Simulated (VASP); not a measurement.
Runs of VASP 6.6.1 on AlN (CsCl type). The structure is that of space group Pm-3m (No. 221), or close to it. The cells are those of the table. 

| task | cell | k mesh for the DOS | occupations for the DOS | gap on the mesh (eV) | pressure (GPa) |
| --- | --- | --- | --- | --- | --- |
| single point | a = 2.614 Å, 2 atoms | - | - | none | (b) |
| single point | a = 2.343 Å, 2 atoms | - | - | none | 122.4 |
| single point | a = 2.427 Å, 2 atoms | - | - | none | 67.2 |
| single point | a = 2.505 Å, 2 atoms | - | - | none | 31.6 |
| single point | a = 2.253 Å, 2 atoms | - | - | none | (a) |
| single point | a = 2.561 Å, 2 atoms | - | - | none | 13.3 |

Alike in all rows: level PBE; potentials or basis VASP PAW PBE potentials, release 64 (Al, N); no spin polarisation; k mesh 15 × 15 × 15; cutoff (eV) 520; smearing fermi-dirac 0.1 eV.

**Question.** Estimate the missing entries.

**Answer.** (a) 210.2; (b) -0.1.

A gap of «none» marks levels without a gap at the run's occupations.
